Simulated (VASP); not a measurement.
# Cr (Im-3m) in VASP: a series of runs, part 2 of 3

VASP 6.6.1. The steps go on from the part before.

## 3. Single point, PBE, collinear spin, antiferromagnetic start (12.12 Å³/atom)

This run uses another cell than the first one, of 12.12 Å³/atom.

INCAR

```
  PREC = Accurate
  ENCUT = 520
  EDIFF = 1E-6
  ISMEAR = 0
  SIGMA = 0.1
  LREAL = False
  LASPH = True
  NELM = 150
  ALGO = Fast
  ISIF = 2
  LWAVE = False
  LCHARG = True
  ISPIN = 2
  MAGMOM = -1.11 1.11
  LORBIT = 11
  LMAXMIX = 4
  GGA = PE
  LELF = True
  LVHAR = True
  NBANDS = 23
```

KPOINTS

```
Automatic mesh
0
Gamma
  14 14 14
```

POSCAR

```
Cr
1.0
    2.8941476530      0.0000000000      0.0000000000
    0.0000000000      2.8941476530      0.0000000000
    0.0000000000      0.0000000000      2.8941476530
Cr
2
Direct
    0.0000000000      0.0000000000      0.0000000000
    0.5000000000      0.5000000000      0.5000000000
```

Potentials or basis: VASP PAW PBE potentials, release 64 (Cr_pv).

On the command line:

```sh
$ cat potpaw_PBE.64/Cr_pv/POTCAR > POTCAR
$ mpirun -np 1 vasp_std > vasp.out
```

OUTCAR:

```text
PREC = Accurate
   ENCUT = 520
   EDIFF = 1E-6
   ISMEAR = 0
   LREAL = False
   LASPH = True
   NELM = 150
   ISIF = 2
   ISPIN = 2
   LORBIT = 11
   GGA = PE

 ion  position               nearest neighbor table
   1  0.000  0.000  0.000-   2 2.51   2 2.51   2 2.51   2 2.51   2 2.51   2 2.51   2 2.51   2 2.51

   2  0.500  0.500  0.500-   1 2.51   1 2.51   1 2.51   1 2.51   1 2.51   1 2.51   1 2.51   1 2.51

  LATTYP: Found a simple cubic cell.
 ALAT       =     2.8941476530

  Lattice vectors:

 A1 = (   2.8941476530,   0.0000000000,   0.0000000000)
 A2 = (   0.0000000000,   2.8941476530,   0.0000000000)
 A3 = (   0.0000000000,   0.0000000000,   2.8941476530)

Analysis of symmetry for initial positions (statically):
=====================================================================
 Subroutine PRICEL returns following result:

  LATTYP: Found a body centered cubic cell.
 ALAT       =     2.8941476530
[... 12 lines left out ...]
 Subroutine GETGRP returns: Found 48 space group operations
 (whereof 48 operations were pure point group operations)
 out of a pool of 48 trial point group operations.

The static configuration has the point symmetry O_h .

Analysis of symmetry for dynamics (positions and initial velocities):
=====================================================================
 Subroutine PRICEL returns following result:

  LATTYP: Found a body centered cubic cell.
 ALAT       =     2.8941476530
[... 12 lines left out ...]
 Subroutine GETGRP returns: Found 48 space group operations
 (whereof 48 operations were pure point group operations)
 out of a pool of 48 trial point group operations.

The dynamic configuration has the point symmetry O_h .

Analysis of structural, dynamic, and magnetic symmetry:
=====================================================================
 Subroutine PRICEL returns following result:

  LATTYP: Found a body centered cubic cell.
 ALAT       =     2.8941476530
[... 12 lines left out ...]
 Subroutine GETGRP returns: Found 48 space group operations
 (whereof 48 operations were pure point group operations)
 out of a pool of 48 trial point group operations.

The overall configuration has the point symmetry O_h .

 Subroutine INISYM returns: Found 48 space group operations
 (whereof 48 operations are pure point group operations),
 and found     2 'primitive' translations

----------------------------------------------------------------------------------------

                                     Primitive cell

  volume of cell :      12.1208

  direct lattice vectors                    reciprocal lattice vectors
     1.447073827  1.447073827 -1.447073827     0.345524873  0.345524873  0.000000000
    -1.447073827  1.447073827  1.447073827     0.000000000  0.345524873  0.345524873
     1.447073827 -1.447073827  1.447073827     0.345524873  0.000000000  0.345524873

  length of vectors
     2.506405390  2.506405390  2.506405390     0.488645961  0.488645961  0.488645961

  position of ions in fractional coordinates (direct lattice)
     0.000000000  0.000000000  0.000000000

  ion indices of the primitive-cell ions
   primitive index   ion index
                 1           1

[... 60 lines left out ...]
   NGXF,Y,Z  is equivalent  to a cutoff of  27.57, 27.57, 27.57 a.u.
 SYSTEM =  unknown system
   PREC   = accura    normal or accurate (medium, high low for compatibility)
   ISTART =      0    job   : 0-new  1-cont  2-samecut
   ICHARG =      2    charge: 1-file 2-atom 10-const
   ISPIN  =      2    spin polarized calculation?
   LNONCOLLINEAR =      F non collinear calculations
   LSORBIT =      F    spin-orbit coupling
   LASPH  =      T    aspherical Exc in radial PAW
   ENCUT  =  520.0 eV  38.22 Ry    6.18 a.u.   5.38  5.38  5.38*2*pi/ulx,y,z
   NELM   =    150;   NELMIN=  2; NELMDL= -5     # of ELM steps
   EDIFF  = 0.1E-05   stopping-criterion for ELM
   LREAL  =      F    real-space projection
   EDIFFG = 0.1E-04   stopping-criterion for IOM
   NSW    =      0    number of steps for IOM
   IBRION =     -1    ionic relax: 0-MD 1-quasi-New 2-CG
   NFREE  =      0    steps in history (QN), initial steepest desc. (CG)
   ISIF   =      2    stress and relaxation
   ISYM   =      2    0-nonsym 1-usesym 2-fastsym
   POTIM  = 0.5000    time-step for ionic-motion
   TEBEG  =    0.0;   TEEND  =   0.0 temperature during run
   PSTRESS=    0.0 pullay stress
   NELECT =      24.0000    total number of electrons
   NUPDOWN=      -1.0000    fix difference up-down
   EMIN   =  10.00;   EMAX   =-10.00  energy-range for DOS
   EFERMI =   0.00;   METHOD = LEGACY
   ISMEAR =     0;   SIGMA  =   0.10  broadening in eV -4-tet -1-fermi 0-gaus
   EFERMI_NEDOS =   21; number of points for ismear=-14 and -15
   IALGO  =     68    algorithm
   IMIX   =      4    mixing-type and parameters
     AMIX     =   0.40;   BMIX     =  1.00
     AMIX_MAG =   1.60;   BMIX_MAG =  1.00
  volume/ion in A,a.u.               =      12.12        81.80
  Fermi-wavevector in a.u.,A,eV,Ry     =   1.631641  3.083354 36.222134  2.662252
  Thomas-Fermi vector in A             =   2.723743
   LORBIT       =     11    0 simple, 1 ext, 2 COOP (PROOUT), +10 PAW based schemes
   GGA     = PE    functional components
   LHFCALC =     F    Hartree Fock is set to
   AEXX    =    0.0000 exact exchange contribution
   IVDW    =     0    specifies the selected vdW correction
   LEPSILON=     F    determine dielectric tensor
   LRPA    =     F    only Hartree local field effects (RPA)
 spin polarized calculation
 RMM-DIIS sequential band-by-band and
 Gauss-broadening in eV      SIGMA  =   0.10
  energy-cutoff  :      520.00
  volume of cell :       24.24
 maximum number of plane-waves:       672
 NGX is ok and might be reduce to    24
   NGX = 11   NGY = 11   NGZ = 11

 number of electron      23.9999987 magnetization      -0.0000000

 number of electron      23.9999987 magnetization       0.0000000

 Free energy of the ion-electron system (eV)
  ---------------------------------------------------
  ext. energy  EPLUGINS =         0.00000000
  ---------------------------------------------------
  free energy    TOTEN  =       -19.05245426 eV

  energy without entropy =      -19.04961774  energy(sigma->0) =      -19.05103600

 E-fermi :  10.2914     XC(G=0): -13.3711

 val. band max:       10.2649472901   @ k =   0.5000   0.1429   0.0000
 cond. band min:      10.3083447396   @ k =   0.3571   0.0714   0.0714
 fundamental gap:      0.0433974495
 Fermi energy:        10.2914278029

 spin component 1

 k-point     1 :       0.0000    0.0000    0.0000
  band No.  band energies     occupation
      1     -33.3121      1.00000
      2     -33.3121      1.00000
      3     -33.3121      1.00000
      4     -31.8955      1.00000
      5     -31.8955      1.00000
      6     -31.8955      1.00000
[... 613 lines left out ...]
     22      25.3883      0.00000
     23      26.0470      0.00000

 [... further k-points ...]

 spin component 2

 k-point     1 :       0.0000    0.0000    0.0000
  band No.  band energies     occupation
      1     -33.3121      1.00000
      2     -33.3121      1.00000
      3     -33.3121      1.00000
      4     -31.8955      1.00000
      5     -31.8955      1.00000
      6     -31.8955      1.00000
[... 613 lines left out ...]
     22      25.3883      0.00000
     23      26.0470      0.00000

 [... further k-points ...]
[... 5 lines left out ...]
  --------------------------------------------------------------------------------------
  -------------------------------------------------------------------------------------
  Total       -0.7487891     -0.7487891     -0.7487891      0.0000000      0.0000000     -0.0000000
  in kB      -49.4889271    -49.4889271    -49.4889271      0.0000000      0.0000000     -0.0000000
  external PRESSURE =     -49.4889271 kB  Pullay stress =       0.0000000 kB

 VOLUME and BASIS-vectors are now :
 -----------------------------------------------------------------------------
  energy-cutoff  :      520.00
  volume of cell :       24.24
      direct lattice vectors                 reciprocal lattice vectors
     2.894147653  0.000000000  0.000000000     0.345524873  0.000000000  0.000000000
     0.000000000  2.894147653  0.000000000     0.000000000  0.345524873  0.000000000
     0.000000000  0.000000000  2.894147653     0.000000000  0.000000000  0.345524873

 POSITION                                       TOTAL-FORCE (eV/Angst)
 -----------------------------------------------------------------------------------
      0.00000      0.00000      0.00000         0.000000      0.000000      0.000000
      1.44707      1.44707      1.44707        -0.000000     -0.000000     -0.000000
 -----------------------------------------------------------------------------------
    total drift:                                0.000000      0.000000     -0.000000

  FREE ENERGIE OF THE ION-ELECTRON SYSTEM (eV)
  ---------------------------------------------------
  free  energy   TOTEN  =       -19.0524542575 eV

  energy  without entropy=      -19.0496177399  energy(sigma->0) =      -19.05103600

 total charge

# of ion       s       p       d       tot
------------------------------------------
    1        0.423   6.374   4.165  10.961
    2        0.423   6.374   4.165  10.961
--------------------------------------------------
tot          0.845  12.748   8.329  21.922

 magnetization (x)

# of ion       s       p       d       tot
------------------------------------------
    1       -0.016  -0.011  -1.280  -1.307
    2        0.016   0.011   1.280   1.307
--------------------------------------------------
tot          0.000   0.000   0.000   0.000
```

OSZICAR:

```text
N       E                     dE             d eps       ncg     rms          rms(c)
DAV:   1     0.243437355934E+03    0.24344E+03   -0.13193E+04 11048   0.127E+03
DAV:   2    -0.142763382694E+02   -0.25771E+03   -0.24793E+03 11194   0.378E+02
DAV:   3    -0.222696609575E+02   -0.79933E+01   -0.79382E+01 13679   0.789E+01
DAV:   4    -0.223403195846E+02   -0.70659E-01   -0.70569E-01 12479   0.742E+00
DAV:   5    -0.223413092894E+02   -0.98970E-03   -0.98918E-03 11988   0.835E-01    0.177E+01
RMM:   6    -0.190336293242E+02    0.33077E+01   -0.96725E+00 11475   0.266E+01    0.457E+00
RMM:   7    -0.190419413474E+02   -0.83120E-02   -0.26325E-01 12078   0.426E+00    0.258E+00
RMM:   8    -0.190425989430E+02   -0.65760E-03   -0.21755E-02 12720   0.127E+00    0.127E+00
RMM:   9    -0.190446491711E+02   -0.20502E-02   -0.11764E-02 12551   0.960E-01    0.586E-01
RMM:  10    -0.190468728911E+02   -0.22237E-02   -0.10968E-03 12757   0.324E-01    0.463E-01
RMM:  11    -0.190503243085E+02   -0.34514E-02   -0.15324E-03 12794   0.291E-01    0.294E-01
RMM:  12    -0.190523990193E+02   -0.20747E-02   -0.31016E-03 14410   0.314E-01    0.645E-02
RMM:  13    -0.190524434765E+02   -0.44457E-04   -0.10395E-04 13413   0.104E-01    0.350E-02
RMM:  14    -0.190524525510E+02   -0.90746E-05   -0.24920E-05 12589   0.514E-02    0.203E-02
RMM:  15    -0.190524538397E+02   -0.12887E-05   -0.90626E-06 12350   0.289E-02    0.406E-03
RMM:  16    -0.190524542575E+02   -0.41781E-06   -0.20357E-06  8535   0.146E-02
   1 F= -.19052454E+02 E0= -.19051036E+02  d E =-.283652E-02  mag=     0.0000
```

Wall time 1.9 min (1 thread of Intel Xeon 8259CL, shared host); peak memory 0.22 GiB.

What came out:

| Quantity | Value |
| --- | --- |
| Free energy | -19.0525 eV |
| Pressure | -4.9 GPa |
| Band gap on the k mesh | zero (filled and empty bands overlap) |
| Net moment | 0.00 μB per cell |
| Site moments | Cr -1.31, +1.31 μB |
| Valence electrons inside the program's atomic spheres | Cr 10.96 |

Caveat: the cell stands under tension; an empty level that is flat over the whole mesh can mark a ghost state of the potentials, or a narrow d or f band; the antiferromagnetic order is the one typed at the start, and another may lie lower.

(Continued in part 3 of 3.)

The gap in the log of VASP goes by the Fermi energy; the results here count the filled bands.